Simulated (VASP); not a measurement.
Wanted: the native input for a VASP 6.6.1 run.

```yaml
Task: single point
Functional: PBE
Potentials_or_basis: VASP PAW PBE potentials, release 64 (Mg, Si, N)
Cutoff: 520 eV
k_mesh: 6 × 6 × 6
Occupations: gaussian, width 0.1 eV
Spin: no spin polarisation
Dipole_correction: no
Further_INCAR_settings: ALGO = Normal; EDIFF = 1e-06; NBANDS = 18
```

The structure of MgSi2N2 lies in POSCAR:

```
MgSi2N2
1.0
    2.9475596534      1.7017743594      3.4427595529
   -2.9475596534      1.7017743594      3.4427595529
    0.0000000000     -3.4035487187      3.4427595529
Mg Si N
1 2 2
Direct
    0.0000000000      0.0000000000      0.0000000000
    0.6562974751      0.6562974751      0.6562974751
    0.3437025249      0.3437025249      0.3437025249
    0.1894126348      0.1894126348      0.1894126348
    0.8105873652      0.8105873652      0.8105873652
```

The input as run:

INCAR

```
PREC = Accurate
ENCUT = 520
EDIFF = 1E-6
ISMEAR = 0
SIGMA = 0.1
LREAL = F
LASPH = T
NELM = 100
ALGO = Normal
ISIF = 2
LWAVE = F
LCHARG = T
GGA = PE
LELF = T
LVHAR = T
NBANDS = 18
```

KPOINTS

```
Automatic mesh
0
Gamma
  6 6 6
```

Potentials or basis: VASP PAW PBE potentials, release 64 (Mg, Si, N).

Command:

```sh
$ cat potpaw_PBE.64/Mg/POTCAR potpaw_PBE.64/Si/POTCAR potpaw_PBE.64/N/POTCAR > POTCAR
$ mpirun -np 1 vasp_std > vasp.out
```

It gave:

```
Pressure               : 0.4 GPa
Largest force          : 0.101 eV/Å
Band gap on the k mesh : 1.65 eV, indirect (least direct gap 1.68 eV)
```

Wall time 40 s on 1 thread of Intel(R) Xeon(R) Platinum 8259CL CPU @ 2.50GHz (Skylake/Cascade Lake), with other jobs on the host, peak memory 0.23 GiB.
